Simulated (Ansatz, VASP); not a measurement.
## TaSi2: VASP beside Ansatz

INCAR

```
ALGO     = Normal         # electronic algorithm
EDIFF    = 1E-7           # SCF threshold, eV
EDIFFG   = -0.01          # ionic threshold
ENCUT    = 600            # plane-wave cutoff, eV
GGA      = PE             # functional
IBRION   = 2              # ionic algorithm
ISIF     = 3              # what is computed and relaxed
ISMEAR   = 0              # smearing method
LASPH    = True           # aspherical terms in the spheres
LCHARG   = False          # write CHGCAR
LREAL    = False          # projectors in reciprocal space
LWAVE    = False          # write WAVECAR
NELM     = 60             # most SCF steps
NSW      = 100            # ionic steps
PREC     = Accurate       # precision mode
SIGMA    = 0.1            # smearing width, eV
```

Contents of KPOINTS:

```
k-points
0
Gamma
  14 14 14
```

POSCAR

```
TaSi2
1.0
    0.0000000000      2.9593181580      2.9593181580
    2.9593181580      0.0000000000      2.9593181580
    2.9593181580      2.9593181580      0.0000000000
Ta Si
1 2
Direct
    0.7500000000      0.7500000000      0.7500000000
    0.2500000000      0.2500000000      0.2500000000
    0.5000000000      0.5000000000      0.5000000000
```

Input for Ansatz:

```yaml
crystal:
  lattice:
    - [0.0, 2.959318158, 2.959318158]
    - [2.959318158, 0.0, 2.959318158]
    - [2.959318158, 2.959318158, 0.0]
  atoms:
    - { symbol: Ta, position: [0.75, 0.75, 0.75] }
    - { symbol: Si, position: [0.25, 0.25, 0.25] }
    - { symbol: Si, position: [0.5, 0.5, 0.5] }
basis:
  ecutwfc: 420
kpoints:
  mp_grid: { grid: [14, 14, 14] }
hamiltonian:
  xc: pbe
scf:
  occupations: { method: gaussian, width: 0.1 }
output:
  forces: true
  stress: true
  eigenvalues: true
  write_density: true
  write_potential: true
  elf: true
  volumetric_format: npy
relax:
  adjacent_minimum: "off"
  f_tol: 0.01
  max_steps: 80
  cell: { stress_tol: 0.05 }
```

Alike in both runs: task relaxation of cell and atoms; functional PBE; k mesh 14 × 14 × 14; occupations gaussian, width 0.1 eV; no spin polarisation.

|  | VASP | Ansatz |
| --- | --- | --- |
| version | VASP 6.6.1 | Ansatz 0.2.0 |
| potentials or method | VASP PAW PBE potentials, release 64 (Ta_pv, Si), cutoff 600 eV | scalar-relativistic, plane waves, PAW |
| valence electrons in the cell | 19 | 21 |

|  | VASP | Ansatz | Ansatz less VASP |
| --- | --- | --- | --- |
| gap on the k mesh at the Fermi level, each at its own relaxed structure (eV) | none | none | - |
| relaxed volume (Å³/atom) | 17.25 | 17.25 | -0.006 |
| relaxed cell length with the largest relative difference (Å) | 4.183 | 4.183 | -0.0005 |

A gap of «none» marks a metal or a gap that the smearing closes. VASP's potentials hold 19 valence electrons a cell and Ansatz's 21, so a difference there can come from the potentials and not from the codes.

Neither program's run includes spin-orbit coupling. Noted on VASP's run: too few bands were computed for a metal, which touches its energy and stress.
